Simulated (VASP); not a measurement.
A run of VASP 6.6.1:

INCAR

```
ALGO = Normal ; EDIFF = 1E-6
ENCUT = 500 ; GGA = PE
GGA_COMPAT = F ; ISIF = 2
ISMEAR = -1 ; LASPH = T
LCHARG = F ; LREAL = F
LWAVE = F ; NBANDS = 26
NELM = 120 ; PREC = Accurate
SIGMA = 0.02
```

KPOINTS

```
k-points
0
Gamma
  6 6 4
```

The input POSCAR:

```
AgI
1.0
    4.6862871461      0.0000000000      0.0000000000
   -2.3431435731      4.0584437180      0.0000000000
    0.0000000000      0.0000000000      7.6611314757
Ag I
2 2
Direct
    0.3333333333      0.6666666667      0.0024493945
    0.6666666667      0.3333333333      0.5024493945
    0.3333333333      0.6666666667      0.3774506055
    0.6666666667      0.3333333333      0.8774506055
```

Potentials or basis: VASP PAW PBE potentials, release 64 (Ag, I).

Run with:

```sh
$ cat potpaw_PBE.64/Ag/POTCAR potpaw_PBE.64/I/POTCAR > POTCAR
$ mpirun -np 1 vasp_std > vasp.out
```

Hardware: 1 thread of Intel(R) Xeon(R) Platinum 8375C CPU @ 2.90GHz (Ice Lake), on a shared host.

Problem. How long does it take, and how much memory?

Solution. Wall time 2 min on 1 thread of Intel(R) Xeon(R) Platinum 8375C CPU @ 2.90GHz (Ice Lake), with other jobs on the host, peak memory 0.28 GiB. Counts: scf iterations 15, k points 21.
